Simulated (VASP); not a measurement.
# OH2 in VASP: a series of runs

The runs below take OH2 through single point, with PBE, LDA, RPBE, PBE+D3(BJ).

Everything below comes from runs of VASP 6.6.1. Logs are shortened: lines on timing, memory, paths and dates and some standing lists are left out, and cuts for length are marked.

## Step 1: The cell of the first run

The cell holds a molecule in a box, 3 atoms: a = 12.000 Å, b = 12.500 Å, c = 13.000 Å, α = 90.00°, β = 90.00°, γ = 90.00°.

## Step 2: Single point, PBE

File INCAR:

```
SYSTEM = H2O
ALGO = Normal
EDIFF = 1E-6
ENCUT = 520
GGA = PE
GGA_COMPAT = .FALSE.
ISIF = 2
ISMEAR = 0
LASPH = .TRUE.
LCHARG = .TRUE.
LELF = .TRUE.
LREAL = .FALSE.
LVHAR = .TRUE.
LWAVE = .FALSE.
NBANDS = 11
NELM = 120
NELMDL = -8
PREC = Accurate
SIGMA = 0.01
```

File KPOINTS:

```
k-points
0
G
  1 1 1
  0 0 0
```

File POSCAR:

```
H2O
1.0
   12.0000000000      0.0000000000      0.0000000000
    0.0000000000     12.5000000000      0.0000000000
    0.0000000000      0.0000000000     13.0000000000
O H
1 2
Direct
    0.5000000000      0.5000000000      0.5229517360
    0.5000000000      0.5611373503      0.4770566512
    0.5000000000      0.4388626497      0.4770566512
```

Potentials or basis: VASP PAW PBE potentials, release 64 (O, H).

Started as:

```sh
$ cat potpaw_PBE.64/O/POTCAR potpaw_PBE.64/H/POTCAR > POTCAR
$ mpirun -np 1 vasp_gam > vasp.out
```

OUTCAR:

```text
SYSTEM = H2O
   EDIFF = 1E-6
   ENCUT = 520
   GGA = PE
   ISIF = 2
   ISMEAR = 0
   LASPH = .TRUE.
   LREAL = .FALSE.
   NELM = 120
   NELMDL = -8
   PREC = Accurate

 ion  position               nearest neighbor table
   1  0.500  0.500  0.523-   2 0.97   3 0.97
   2  0.500  0.561  0.477-   1 0.97
   3  0.500  0.439  0.477-   1 0.97

  LATTYP: Found a simple orthorhombic cell.
 ALAT       =    12.0000000000
 B/A-ratio  =     1.0416666667
 C/A-ratio  =     1.0833333333

  Lattice vectors:

 A1 = (  12.0000000000,   0.0000000000,   0.0000000000)
 A2 = (   0.0000000000,  12.5000000000,   0.0000000000)
 A3 = (   0.0000000000,   0.0000000000,  13.0000000000)

Analysis of symmetry for initial positions (statically):
=====================================================================
 Subroutine PRICEL returns:
 Original cell was already a primitive cell.

 Routine SETGRP: Setting up the symmetry group for a
 simple orthorhombic supercell.

 Subroutine GETGRP returns: Found  4 space group operations
 (whereof  4 operations were pure point group operations)
 out of a pool of  8 trial point group operations.

The static configuration has the point symmetry C_2v.

Analysis of symmetry for dynamics (positions and initial velocities):
=====================================================================
 Subroutine PRICEL returns:
 Original cell was already a primitive cell.

 Routine SETGRP: Setting up the symmetry group for a
 simple orthorhombic supercell.

 Subroutine GETGRP returns: Found  4 space group operations
 (whereof  4 operations were pure point group operations)
 out of a pool of  8 trial point group operations.

The dynamic configuration has the point symmetry C_2v.

 Subroutine INISYM returns: Found  4 space group operations
 (whereof  4 operations are pure point group operations),
 and found     1 'primitive' translations

----------------------------------------------------------------------------------------

                                     Primitive cell

  volume of cell :    1950.0000

  direct lattice vectors                    reciprocal lattice vectors
    12.000000000  0.000000000  0.000000000     0.083333333  0.000000000  0.000000000
     0.000000000 12.500000000  0.000000000     0.000000000  0.080000000  0.000000000
     0.000000000  0.000000000 13.000000000     0.000000000  0.000000000  0.076923077

  length of vectors
    12.000000000 12.500000000 13.000000000     0.083333333  0.080000000  0.076923077

  position of ions in fractional coordinates (direct lattice)
     0.500000000  0.500000000  0.522951736
     0.500000000  0.561137350  0.477056651
     0.500000000  0.438862650  0.477056651

  ion indices of the primitive-cell ions
   primitive index   ion index
                 1           1
                 2           2
                 3           3

----------------------------------------------------------------------------------------

 KPOINTS: k-points

Automatic generation of k-mesh.
 Grid dimensions read from file:
 generate k-points for:    1    1    1

 Generating k-lattice:

  Cartesian coordinates                     Fractional coordinates (reciprocal lattice)
     0.083333333  0.000000000  0.000000000     1.000000000  0.000000000  0.000000000
     0.000000000  0.080000000  0.000000000     0.000000000  1.000000000  0.000000000
     0.000000000  0.000000000  0.076923077     0.000000000  0.000000000  1.000000000

  Length of vectors
     0.083333333  0.080000000  0.076923077

  Shift w.r.t. Gamma in fractional coordinates (k-lattice)
     0.000000000  0.000000000  0.000000000

 Subroutine IBZKPT returns following result:
 ===========================================

 Found      1 irreducible k-points:

 Following reciprocal coordinates:
            Coordinates               Weight
  0.000000  0.000000  0.000000      1.000000
   k-points           NKPTS =      1   k-points in BZ     NKDIM =      1   number of bands    NBANDS=     11
   number of dos      NEDOS =    301   number of ions     NIONS =      3
   total plane-waves  NPLWV = 846720
   dimension x,y,z NGX =    90 NGY =   96 NGZ =   98
   dimension x,y,z NGXF=   180 NGYF=  192 NGZF=  196
   ions per type =               1   2
   NGX,Y,Z   is equivalent  to a cutoff of  12.47, 12.77, 12.53 a.u.
   NGXF,Y,Z  is equivalent  to a cutoff of  24.94, 25.54, 25.06 a.u.
 SYSTEM =  H2O
   PREC   = accura    normal or accurate (medium, high low for compatibility)
   ISTART =      0    job   : 0-new  1-cont  2-samecut
   ICHARG =      2    charge: 1-file 2-atom 10-const
   ISPIN  =      1    spin polarized calculation?
   LNONCOLLINEAR =      F non collinear calculations
   LSORBIT =      F    spin-orbit coupling
   LASPH  =      T    aspherical Exc in radial PAW
   ENCUT  =  520.0 eV  38.22 Ry    6.18 a.u.  22.31 23.24 24.17*2*pi/ulx,y,z
   NELM   =    120;   NELMIN=  2; NELMDL= -8     # of ELM steps
   EDIFF  = 0.1E-05   stopping-criterion for ELM
   LREAL  =      F    real-space projection
   EDIFFG = 0.1E-04   stopping-criterion for IOM
   NSW    =      0    number of steps for IOM
   IBRION =     -1    ionic relax: 0-MD 1-quasi-New 2-CG
   NFREE  =      0    steps in history (QN), initial steepest desc. (CG)
   ISIF   =      2    stress and relaxation
   ISYM   =      2    0-nonsym 1-usesym 2-fastsym
   POTIM  = 0.5000    time-step for ionic-motion
   TEBEG  =    0.0;   TEEND  =   0.0 temperature during run
   PSTRESS=    0.0 pullay stress
   NELECT =       8.0000    total number of electrons
   NUPDOWN=      -1.0000    fix difference up-down
   EMIN   =  10.00;   EMAX   =-10.00  energy-range for DOS
   EFERMI =   0.00;   METHOD = LEGACY
   ISMEAR =     0;   SIGMA  =   0.01  broadening in eV -4-tet -1-fermi 0-gaus
   EFERMI_NEDOS =   21; number of points for ismear=-14 and -15
   IALGO  =     38    algorithm
   IMIX   =      4    mixing-type and parameters
     AMIX     =   0.40;   BMIX     =  1.00
     AMIX_MAG =   1.60;   BMIX_MAG =  1.00
  volume/ion in A,a.u.               =     650.00      4386.42
  Fermi-wavevector in a.u.,A,eV,Ry     =   0.262076  0.495251  0.934498  0.068684
  Thomas-Fermi vector in A             =   1.091609
   LORBIT       =      0    0 simple, 1 ext, 2 COOP (PROOUT), +10 PAW based schemes
   GGA     = PE    functional components
   LHFCALC =     F    Hartree Fock is set to
   AEXX    =    0.0000 exact exchange contribution
   IVDW    =     0    specifies the selected vdW correction
   LEPSILON=     F    determine dielectric tensor
   LRPA    =     F    only Hartree local field effects (RPA)
 non-spin polarized calculation
 Gauss-broadening in eV      SIGMA  =   0.01
  energy-cutoff  :      520.00
  volume of cell :     1950.00
 maximum number of plane-waves:     26244
 NGX is ok and might be reduce to    90
   NGX = 45   NGY = 47   NGZ = 49

 number of electron       7.9999998 magnetization

 Free energy of the ion-electron system (eV)
  ---------------------------------------------------
  ext. energy  EPLUGINS =         0.00000000
  ---------------------------------------------------
  free energy    TOTEN  =       -14.23216541 eV

  energy without entropy =      -14.23216541  energy(sigma->0) =      -14.23216541

 E-fermi :  -7.1252     XC(G=0):  -0.2958

 val. band max:       -7.1726793267   @ k =   0.0000   0.0000   0.0000
 cond. band min:      -0.9553760132   @ k =   0.0000   0.0000   0.0000
 fundamental gap:      6.2173033135
 Fermi energy:        -7.1252433867

 k-point     1 :       0.0000    0.0000    0.0000
  band No.  band energies     occupation
      1     -25.2792      2.00000
      2     -13.0397      2.00000
      3      -9.2471      2.00000
      4      -7.1727      2.00000
      5      -0.9554      0.00000
      6       0.2259      0.00000
      7       0.4937      0.00000
      8       0.7111      0.00000
      9       0.8002      0.00000
     10       0.8774      0.00000
     11       0.9359      0.00000

------------------------ aborting loop because EDIFF is reached ----------------------------------------

  FORCE on cell =-STRESS in cart. coord.  units (eV):
  Direction    XX          YY          ZZ          XY          YZ          ZX
  --------------------------------------------------------------------------------------
  -------------------------------------------------------------------------------------
  Total       -0.0585160      0.1352057     -0.0155705      0.0000000      0.0000000      0.0000000
  in kB       -0.0480784      0.1110890     -0.0127932      0.0000000      0.0000000      0.0000000
  external PRESSURE =       0.0167391 kB  Pullay stress =       0.0000000 kB

 VOLUME and BASIS-vectors are now :
 -----------------------------------------------------------------------------
  energy-cutoff  :      520.00
  volume of cell :     1950.00
      direct lattice vectors                 reciprocal lattice vectors
    12.000000000  0.000000000  0.000000000     0.083333333  0.000000000  0.000000000
     0.000000000 12.500000000  0.000000000     0.000000000  0.080000000  0.000000000
     0.000000000  0.000000000 13.000000000     0.000000000  0.000000000  0.076923077

 POSITION                                       TOTAL-FORCE (eV/Angst)
 -----------------------------------------------------------------------------------
      6.00000      6.25000      6.79837         0.000000      0.000000      0.087454
      6.00000      7.01422      6.20174         0.000000      0.124663     -0.043727
      6.00000      5.48578      6.20174         0.000000     -0.124663     -0.043727
 -----------------------------------------------------------------------------------
    total drift:                                0.000000     -0.000000     -0.000060

  FREE ENERGIE OF THE ION-ELECTRON SYSTEM (eV)
  ---------------------------------------------------
  free  energy   TOTEN  =       -14.2321654105 eV

  energy  without entropy=      -14.2321654105  energy(sigma->0) =      -14.23216541
```

Wall time 2.7 min (1 thread of Intel Xeon 6975P-C (Granite Rapids), shared host); peak memory 1.3 GiB.

What came out:

| Quantity | Value |
| --- | --- |
| Free energy | -14.2322 eV |
| Largest force | 0.132 eV/Å |
| Gap between the frontier levels | 6.22 eV |

Forces in eV/Å, atoms in the order of the input:
```
O    0.000  0.000  0.087
H    0.000  0.125 -0.044
H    0.000 -0.125 -0.044
```

Levels at points of the mesh, in eV from the valence-band top:
```
           k point  band 1  band 2  band 3  band 4  band 5  band 6  band 7  band 8  band 9
(0.00, 0.00, 0.00)  -18.11   -5.87   -2.07    0.00    6.22    7.40    7.67    7.88    7.97
```

## Step 3: Single point, LDA

File INCAR:

```
SYSTEM = H2O
PREC     = Accurate       ! precision mode
ENCUT    = 520            ! plane-wave cutoff, eV
EDIFF    = 1E-6           ! SCF threshold, eV
ISMEAR   = 0              ! smearing method
SIGMA    = 0.01           ! smearing width, eV
LREAL    = .FALSE.        ! projectors in reciprocal space
LASPH    = .TRUE.         ! aspherical terms in the spheres
NELM     = 120            ! most SCF steps
ALGO     = Normal         ! electronic algorithm
ISIF     = 2              ! what is computed and relaxed
LWAVE    = .FALSE.        ! write WAVECAR
LCHARG   = .FALSE.        ! write CHGCAR
NBANDS   = 11             ! bands
GGA_COMPAT= .FALSE.      
NELMDL   = -8
```

File KPOINTS:

```
regular mesh
0
G
  1 1 1
  0 0 0
```

POSCAR is that of step 2.

Potentials or basis: VASP PAW LDA potentials, release 64 (O, H).

Started as:

```sh
$ cat potpaw_LDA.64/O/POTCAR potpaw_LDA.64/H/POTCAR > POTCAR
$ mpirun -np 1 vasp_gam > vasp.out
```

It took 74 s on 1 thread of Intel Xeon 6975P-C (Granite Rapids), shared host; peak memory 0.87 GiB.

It converged, with:

- Free energy: -14.8246 eV
- Largest force: 0.273 eV/Å
- Gap between the frontier levels: 6.37 eV

Forces on the atoms (eV/Å):
```
O    0.000  0.000  0.139
H    0.000  0.264 -0.069
H    0.000 -0.264 -0.069
```

Levels at points of the mesh, in eV from the valence-band top:
| k point | band 2 | band 3 | band 4 | band 5 | band 6 | band 7 |
| --- | --- | --- | --- | --- | --- | --- |
| (0.00, 0.00, 0.00) | -5.79 | -1.99 | 0.00 | 6.37 | 7.53 | 7.85 |

## Step 4: Single point, RPBE

File INCAR:

```
  ALGO = Normal
  EDIFF = 1E-6
  ENCUT = 520
  GGA = RP
  GGA_COMPAT = F
  ISIF = 2
  ISMEAR = 0
  LASPH = T
  LCHARG = F
  LREAL = F
  LWAVE = F
  NBANDS = 11
  NELM = 120
  NELMDL = -8
  PREC = Accurate
  SIGMA = 0.01
```

File KPOINTS:

```
k-points
0
Gamma
  1 1 1
```

POSCAR is that of step 3.

Potentials or basis: VASP PAW PBE potentials, release 64 (O, H).

Started as:

```sh
$ cat potpaw_PBE.64/O/POTCAR potpaw_PBE.64/H/POTCAR > POTCAR
$ mpirun -np 1 vasp_gam > vasp.out
```

Run time: 2.2 min. Hardware: 1 thread of Intel Xeon 6975P-C (Granite Rapids), shared host; peak memory 1.3 GiB.

It converged, with:

| Quantity | Value |
| --- | --- |
| Free energy | -14.1665 eV |
| Largest force | 0.144 eV/Å |
| Gap between the frontier levels | 6.09 eV |

Forces on the atoms (eV/Å):
```
O    0.000  0.000  0.140
H    0.000  0.126 -0.070
H    0.000 -0.126 -0.070
```

Levels at points of the mesh, in eV from the valence-band top:
| k point | band 2 | band 3 | band 4 | band 5 | band 6 | band 7 |
| --- | --- | --- | --- | --- | --- | --- |
| (0.00, 0.00, 0.00) | -5.89 | -2.10 | 0.00 | 6.09 | 7.35 | 7.57 |

Caveat: the PAW data sets were made with another functional, which shifts forces and pressure a little.

## Step 5: Single point, PBE+D3(BJ)

File INCAR:

```
PREC = Accurate
ENCUT = 520
EDIFF = 1E-6
ISMEAR = 0
SIGMA = 0.01
LREAL = F
LASPH = T
NELM = 120
ALGO = Normal
ISIF = 2
LWAVE = F
LCHARG = F
GGA = PE
IVDW = 12
NBANDS = 11
GGA_COMPAT = F
NELMDL = -8
```

File KPOINTS:

```
regular mesh
0
Gamma
  1 1 1
```

POSCAR is that of step 4.

Potentials or basis: VASP PAW PBE potentials, release 64 (O, H).

Started as:

```sh
$ cat potpaw_PBE.64/O/POTCAR potpaw_PBE.64/H/POTCAR > POTCAR
$ mpirun -np 1 vasp_gam > vasp.out
```

OUTCAR:

```text
PREC = Accurate
   ENCUT = 520
   EDIFF = 1E-6
   ISMEAR = 0
   LREAL = F
   LASPH = T
   NELM = 120
   ISIF = 2
   GGA = PE
   IVDW = 12
   NELMDL = -8
 IVDW          = 12

 ion  position               nearest neighbor table
   1  0.500  0.500  0.523-   2 0.97   3 0.97
   2  0.500  0.561  0.477-   1 0.97
   3  0.500  0.439  0.477-   1 0.97

  LATTYP: Found a simple orthorhombic cell.
 ALAT       =    12.0000000000
 B/A-ratio  =     1.0416666667
[... 183 lines left out ...]

 Edisp (eV)   -0.00981

 E8    (eV) :    -0.0023

  FORCE on cell =-STRESS in cart. coord.  units (eV):
  Direction    XX          YY          ZZ          XY          YZ          ZX
  --------------------------------------------------------------------------------------
  -------------------------------------------------------------------------------------
  Total      -0.05859     0.13508    -0.01556     0.00000     0.00000     0.00000
  in kB      -0.04814     0.11099    -0.01279     0.00000     0.00000     0.00000
  external pressure =        0.02 kB  Pullay stress =        0.00 kB

 VOLUME and BASIS-vectors are now :
 -----------------------------------------------------------------------------
  energy-cutoff  :      520.00
  volume of cell :     1950.00
      direct lattice vectors                 reciprocal lattice vectors
    12.000000000  0.000000000  0.000000000     0.083333333  0.000000000  0.000000000
     0.000000000 12.500000000  0.000000000     0.000000000  0.080000000  0.000000000
     0.000000000  0.000000000 13.000000000     0.000000000  0.000000000  0.076923077

 POSITION                                       TOTAL-FORCE (eV/Angst)
 -----------------------------------------------------------------------------------
      6.00000      6.25000      6.79837         0.000000      0.000000      0.087552
      6.00000      7.01422      6.20174         0.000000      0.124624     -0.043776
      6.00000      5.48578      6.20174         0.000000     -0.124624     -0.043776
 -----------------------------------------------------------------------------------
    total drift:                                0.000000     -0.000000     -0.000060

  FREE ENERGIE OF THE ION-ELECTRON SYSTEM (eV)
  ---------------------------------------------------
  free  energy   TOTEN  =       -14.2419780902 eV

  energy  without entropy=      -14.2419780902  energy(sigma->0) =      -14.24197809
```

Wall time 2.2 min (1 thread of Intel Xeon 6975P-C (Granite Rapids), shared host); peak memory 1.3 GiB.

What came out:

```
Free energy                     : -14.2420 eV
Largest force                   : 0.132 eV/Å
Gap between the frontier levels : 6.22 eV
Dispersion energy per atom      : -0.003 eV
```

Forces in eV/Å, atoms in the order of the input:
```
O    0.000  0.000  0.088
H    0.000  0.125 -0.044
H    0.000 -0.125 -0.044
```

Levels at points of the mesh, in eV from the valence-band top:
| k point | band 1 | band 2 | band 3 | band 4 | band 5 | band 6 | band 7 | band 8 |
| --- | --- | --- | --- | --- | --- | --- | --- | --- |
| (0.00, 0.00, 0.00) | -18.11 | -5.87 | -2.07 | 0.00 | 6.22 | 7.40 | 7.67 | 7.88 |

## Step 6: The runs side by side

```csv
level,potentials or basis,gap on the mesh (eV),largest force (eV/Å)
PBE,"VASP PAW PBE potentials, release 64 (O, H)",6.22,0.13
LDA,"VASP PAW LDA potentials, release 64 (O, H)",6.37,0.27
RPBE,"VASP PAW PBE potentials, release 64 (O, H)",6.09,0.14
PBE+D3(BJ),"VASP PAW PBE potentials, release 64 (O, H)",6.22,0.13
```

Alike in all rows: task single point; no spin polarisation; cell as given; k mesh 1 × 1 × 1; cutoff (eV) 520; smearing gaussian 0.01 eV.

Caveats: the PAW data sets were made with another functional, which shifts forces and pressure a little (at least some runs).

Absolute energies hang on the potentials; compare differences alone.
